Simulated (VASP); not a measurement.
# Ir (I4/mmm) in VASP: notebook

Runs on Ir. Level: LDA. Tasks: single point.

All numbers are computed with VASP 6.6.1; they aren't measurements. Logs are shortened: lines on timing, memory, paths and dates and some standing lists are left out, and cuts for length are marked.

### 1 The cell of the first run

It takes space group I4/mmm (No. 139, tetragonal). The conventional cell has a = 2.715 Å, b = 2.715 Å, c = 4.041 Å, α = 90.00°, β = 90.00°, γ = 90.00°. Ir (site symmetry 4/mmm) has 12 Ir at 2.71 to 2.79 Å within 3.6 Å.

### 2 Single point, LDA (strain +0.0525 x Voigt [0, 0, 1, 0, 0, 0])

The input, INCAR:

```
ALGO = Normal
EDIFF = 1E-6
ENCUT = 560
GGA_COMPAT = False
ISIF = 2
ISMEAR = 0
LASPH = True
LCHARG = True
LELF = True
LREAL = False
LVHAR = True
LWAVE = False
NBANDS = 14
NELM = 120
PREC = Accurate
SIGMA = 0.15
```

The input, KPOINTS:

```
k-points
0
Gamma
  8 8 8
```

The input, POSCAR:

```
Ir
1.0
    0.0000000000      1.9197000000      2.0204842500
    1.9197000000      0.0000000000      2.0204842500
    1.9197000000      1.9197000000      0.0000000000
Ir
1
Direct
    0.0000000000      0.0000000000      0.0000000000
```

Potentials or basis: VASP PAW LDA potentials, release 64 (Ir_sv_GW).

The run is started by

```sh
$ cat potpaw_LDA.64/Ir_sv_GW/POTCAR > POTCAR
$ mpirun -np 1 vasp_std > vasp.out
```

OUTCAR:

```text
EDIFF = 1E-6
   ENCUT = 560
   ISIF = 2
   ISMEAR = 0
   LASPH = True
   LREAL = False
   NELM = 120
   PREC = Accurate

 ion  position               nearest neighbor table
   1  0.000  0.000  0.000-

  LATTYP: Found a body centered tetragonal cell.
 ALAT       =     2.7148657757
 C/A-ratio  =     1.4884597744

  Lattice vectors:

 A1 = (  -1.9197000000,   0.0000000000,   2.0204842500)
 A2 = (   1.9197000000,   0.0000000000,   2.0204842500)
 A3 = (   0.0000000000,   1.9197000000,  -2.0204842500)

Analysis of symmetry for initial positions (statically):
=====================================================================
 Subroutine PRICEL returns:
 Original cell was already a primitive cell.

 Routine SETGRP: Setting up the symmetry group for a
 body centered tetragonal supercell.

 Subroutine GETGRP returns: Found 16 space group operations
 (whereof 16 operations were pure point group operations)
 out of a pool of 16 trial point group operations.

The static configuration has the point symmetry D_4h.

Analysis of symmetry for dynamics (positions and initial velocities):
=====================================================================
 Subroutine PRICEL returns:
 Original cell was already a primitive cell.

 Routine SETGRP: Setting up the symmetry group for a
 body centered tetragonal supercell.

 Subroutine GETGRP returns: Found 16 space group operations
 (whereof 16 operations were pure point group operations)
 out of a pool of 16 trial point group operations.

The dynamic configuration has the point symmetry D_4h.

 Subroutine INISYM returns: Found 16 space group operations
 (whereof 16 operations are pure point group operations),
 and found     1 'primitive' translations

----------------------------------------------------------------------------------------

                                     Primitive cell

  volume of cell :      14.8920

  direct lattice vectors                    reciprocal lattice vectors
     0.000000000  1.919700000  2.020484250    -0.260457363  0.260457363  0.247465428
     1.919700000  0.000000000  2.020484250     0.260457363 -0.260457363  0.247465428
     1.919700000  1.919700000  0.000000000     0.260457363  0.260457363 -0.247465428

  length of vectors
     2.787042284  2.787042284  2.714865776     0.443751298  0.443751298  0.443751298

  position of ions in fractional coordinates (direct lattice)
     0.000000000  0.000000000  0.000000000
[... 84 lines left out ...]
   POTIM  = 0.5000    time-step for ionic-motion
   TEBEG  =    0.0;   TEEND  =   0.0 temperature during run
   PSTRESS=    0.0 pullay stress
   NELECT =      17.0000    total number of electrons
   NUPDOWN=      -1.0000    fix difference up-down
   EMIN   =  10.00;   EMAX   =-10.00  energy-range for DOS
   EFERMI =   0.00;   METHOD = LEGACY
   ISMEAR =     0;   SIGMA  =   0.15  broadening in eV -4-tet -1-fermi 0-gaus
   EFERMI_NEDOS =   21; number of points for ismear=-14 and -15
   IALGO  =     38    algorithm
   IMIX   =      4    mixing-type and parameters
     AMIX     =   0.40;   BMIX     =  1.00
     AMIX_MAG =   1.60;   BMIX_MAG =  1.00
  volume/ion in A,a.u.               =      14.89       100.50
  Fermi-wavevector in a.u.,A,eV,Ry     =   1.710962  3.233250 39.829580  2.927392
  Thomas-Fermi vector in A             =   2.789164
   LORBIT       =      0    0 simple, 1 ext, 2 COOP (PROOUT), +10 PAW based schemes
   GGA     = CA    functional components
   LHFCALC =     F    Hartree Fock is set to
   AEXX    =    0.0000 exact exchange contribution
   IVDW    =     0    specifies the selected vdW correction
   LEPSILON=     F    determine dielectric tensor
   LRPA    =     F    only Hartree local field effects (RPA)
 non-spin polarized calculation
 Gauss-broadening in eV      SIGMA  =   0.15
  energy-cutoff  :      560.00
  volume of cell :       14.89
 maximum number of plane-waves:       461
 NGX is ok and might be reduce to    24
   NGX = 11   NGY = 11   NGZ = 11

 number of electron      17.0000000 magnetization

 Free energy of the ion-electron system (eV)
  ---------------------------------------------------
  ext. energy  EPLUGINS =         0.00000000
  ---------------------------------------------------
  free energy    TOTEN  =       -10.73979238 eV

  energy without entropy =      -10.71800281  energy(sigma->0) =      -10.72889760

 E-fermi :  11.7027     XC(G=0): -14.4581

 val. band max:       11.6985481679   @ k =  -0.3750  -0.0000   0.1250
 cond. band min:      11.7096006741   @ k =  -0.3750  -0.0000   0.2500
 fundamental gap:      0.0110525062
 Fermi energy:        11.7027381934

 k-point     1 :       0.0000    0.0000    0.0000
  band No.  band energies     occupation
      1     -80.7093      2.00000
      2     -37.4420      2.00000
      3     -37.4097      2.00000
      4     -37.4097      2.00000
      5       1.1192      2.00000
      6       7.6326      2.00000
      7       8.2977      2.00000
      8       8.2977      2.00000
      9      10.1402      2.00000
     10      10.9896      2.00000
     11      25.4984      0.00000
     12      29.7202      0.00000
     13      31.1485      0.00000
     14      31.1485      0.00000
[... 377 lines left out ...]
      1     -80.6636      2.00000
      2     -37.9241      2.00000
      3     -37.5544      2.00000
      4     -37.5134      2.00000
      5       4.4708      2.00000
      6       7.5380      2.00000
      7       8.0458      2.00000
      8       8.7018      2.00000
      9      11.7951      0.38396
     10      12.1138      0.00011
     11      22.6554      0.00000
     12      27.3144      0.00000
     13      30.2761      0.00000
     14      32.3180      0.00000

 [... further k-points ...]

------------------------ aborting loop because EDIFF is reached ----------------------------------------

  FORCE on cell =-STRESS in cart. coord.  units (eV):
  Direction    XX          YY          ZZ          XY          YZ          ZX
  --------------------------------------------------------------------------------------
  -------------------------------------------------------------------------------------
  Total       -1.6880873     -1.6880873     -3.1276961      0.0000000      0.0000000     -0.0000000
  in kB     -181.6156564   -181.6156564   -336.4983462      0.0000000      0.0000000     -0.0000000
  external PRESSURE =    -233.2432196 kB  Pullay stress =       0.0000000 kB

 VOLUME and BASIS-vectors are now :
 -----------------------------------------------------------------------------
  energy-cutoff  :      560.00
  volume of cell :       14.89
      direct lattice vectors                 reciprocal lattice vectors
     0.000000000  1.919700000  2.020484250    -0.260457363  0.260457363  0.247465428
     1.919700000  0.000000000  2.020484250     0.260457363 -0.260457363  0.247465428
     1.919700000  1.919700000  0.000000000     0.260457363  0.260457363 -0.247465428

 POSITION                                       TOTAL-FORCE (eV/Angst)
 -----------------------------------------------------------------------------------
      0.00000      0.00000      0.00000        -0.000000      0.000000      0.000000
 -----------------------------------------------------------------------------------
    total drift:                                0.000000     -0.000000     -0.000000

  FREE ENERGIE OF THE ION-ELECTRON SYSTEM (eV)
  ---------------------------------------------------
  free  energy   TOTEN  =       -10.7397923830 eV

  energy  without entropy=      -10.7180028133  energy(sigma->0) =      -10.72889760
```

OSZICAR:

```text
N       E                     dE             d eps       ncg     rms          rms(c)
DAV:   1     0.115047973623E+03    0.11505E+03   -0.11774E+04  1652   0.133E+03
DAV:   2    -0.103614874479E+02   -0.12541E+03   -0.12044E+03  2042   0.400E+02
DAV:   3    -0.120732599000E+02   -0.17118E+01   -0.17021E+01  1868   0.445E+01
DAV:   4    -0.120761024311E+02   -0.28425E-02   -0.28424E-02  1952   0.216E+00
DAV:   5    -0.120761086180E+02   -0.61869E-05   -0.61865E-05  1850   0.964E-02    0.678E+01
DAV:   6    -0.108413606946E+02    0.12347E+01   -0.17333E+00  1682   0.136E+01    0.360E+01
DAV:   7    -0.107559181988E+02    0.85442E-01   -0.37053E-01  1886   0.576E+00    0.791E+00
DAV:   8    -0.107400300490E+02    0.15888E-01   -0.59403E-02  1652   0.302E+00    0.655E-01
DAV:   9    -0.107399395932E+02    0.90456E-04   -0.64222E-04  1862   0.317E-01    0.298E-01
DAV:  10    -0.107397941195E+02    0.14547E-03   -0.24479E-04  1784   0.226E-01    0.228E-01
DAV:  11    -0.107397924236E+02    0.16958E-05   -0.45434E-06  1880   0.284E-02    0.474E-02
DAV:  12    -0.107397923830E+02    0.40647E-07   -0.12989E-07   922   0.400E-03
   1 F= -.10739792E+02 E0= -.10728898E+02  d E =-.217896E-01
```

Wall time 12 s (1 thread of AMD EPYC 7R13 (Zen 3), shared host); peak memory 0.11 GiB.

Results:

```yaml
Free_energy: -10.7398 eV
Pressure: -23.3 GPa
Band_gap_on_the_k_mesh: zero (an odd number of electrons rules out a gap without spin polarisation)
```

Levels at points of the mesh, in eV from the Fermi level:
```tsv
k point	band 5	band 6	band 7	band 8	band 9	band 10	band 11	band 12
(0.00, 0.00, 0.00)	-10.58	-4.07	-3.41	-3.41	-1.56	-0.71	13.80	18.02
(0.50, 0.00, 0.00)	-7.61	-4.04	-3.38	-0.60	0.63	0.95	6.77	13.35
(0.50, 0.50, 0.00)	-7.41	-6.83	0.85	1.05	1.27	1.27	8.94	11.85
(0.50, 0.00, 0.50)	-7.33	-6.83	0.72	1.00	1.64	2.06	10.29	10.73
```

Caveat: the cell differs from its parent crystal (strain +0.0525 x Voigt [0, 0, 1, 0, 0, 0]); the stress differs along the axes, from -34 to -18 GPa; spin-orbit coupling is left out, which moves the levels of the heavy elements.

### 3 Single point, LDA (strain +0.0600 x Voigt [0, 0, 1, 0, 0, 0])

The input, INCAR:

```
ALGO = Normal ; EDIFF = 1E-6
ENCUT = 560 ; GGA = CA
GGA_COMPAT = False ; ISIF = 2
ISMEAR = 0 ; LASPH = True
LCHARG = False ; LREAL = False
LWAVE = False ; NBANDS = 14
NELM = 120 ; PREC = Accurate
SIGMA = 0.15
```

KPOINTS is that of step 2.

The input, POSCAR:

```
Ir
1.0
    0.0000000000      1.9197000000      2.0348820000
    1.9197000000      0.0000000000      2.0348820000
    1.9197000000      1.9197000000      0.0000000000
Ir
1
Direct
    0.0000000000      0.0000000000      0.0000000000
```

Potentials or basis: VASP PAW LDA potentials, release 64 (Ir_sv_GW).

The run is started by

```sh
$ cat potpaw_LDA.64/Ir_sv_GW/POTCAR > POTCAR
$ mpirun -np 1 vasp_std > vasp.out
```

Wall time 9 s (1 thread of Intel Xeon Platinum 8488C (Sapphire Rapids), shared host); peak memory 0.14 GiB.

Results (log left out):

| Property | Result |
| --- | --- |
| Free energy | -10.7177 eV |
| Pressure | -25.1 GPa |
| Band gap on the k mesh | zero (an odd number of electrons rules out a gap without spin polarisation) |

Stress tensor (GPa, compression positive):
```
-19.37   0.00   0.00
  0.00 -19.37   0.00
  0.00   0.00 -36.59
```

Levels at points of the mesh, in eV from the Fermi level:
```csv
k point,band 6,band 7,band 8,band 9,band 10,band 11
"(0.00, 0.00, 0.00)",-4.08,-3.33,-3.33,-1.61,-0.65,13.83
"(0.50, 0.00, 0.00)",-4.03,-3.29,-0.58,0.61,0.96,6.71
"(0.50, 0.50, 0.00)",-6.76,0.85,0.98,1.25,1.25,8.74
"(0.50, 0.00, 0.50)",-6.75,0.70,0.94,1.67,2.11,10.27
```

Caveat: the cell differs from its parent crystal (strain +0.0600 x Voigt [0, 0, 1, 0, 0, 0]); the stress differs along the axes, from -37 to -19 GPa; spin-orbit coupling is left out, which moves the levels of the heavy elements.

The gap in the log of VASP goes by the Fermi energy; the results here count the filled bands.